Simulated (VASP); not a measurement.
Runs of VASP 6.6.1 on Re. The structure is that of space group P6_3/mmc (No. 194), or close to it. The cells are those of the table. 

```tsv
cell	gap on the mesh (eV)	pressure (GPa)
a = 2.821, b = 2.821, c = 9.114 Å, angles 90.0, 90.0, 120.0°, 4 atoms	none	-17.0
a = 2.710, b = 2.710, c = 8.756 Å, angles 90.0, 90.0, 120.0°, 4 atoms	none	30.1
a = 2.803, b = 2.803, c = 9.056 Å, angles 90.0, 90.0, 120.0°, 4 atoms	none	-11.2
a = 2.785, b = 2.785, c = 8.998 Å, angles 90.0, 90.0, 120.0°, 4 atoms	none	(a)
a = 2.766, b = 2.766, c = 8.939 Å, angles 90.0, 90.0, 120.0°, 4 atoms	none	(b)
```

Alike in all rows: task single point; level PBE; potentials or basis VASP PAW PBE potentials, release 64 (Re); no spin polarisation; k mesh 10 × 10 × 3; cutoff (eV) 520; smearing fermi-dirac 0.01 eV.

**Question.** Estimate the missing entries.

**Answer.** (a) -4.6; (b) 2.7.

Caveats: spin-orbit coupling is left out, which moves the levels of the heavy elements; the cell stands under tension (at least some runs); the cell stands under pressure (at least some runs).

A k mesh can miss the band edges, and the runs leave out spin-orbit coupling on Re.

A gap of «none» marks levels without a gap at the run's occupations.
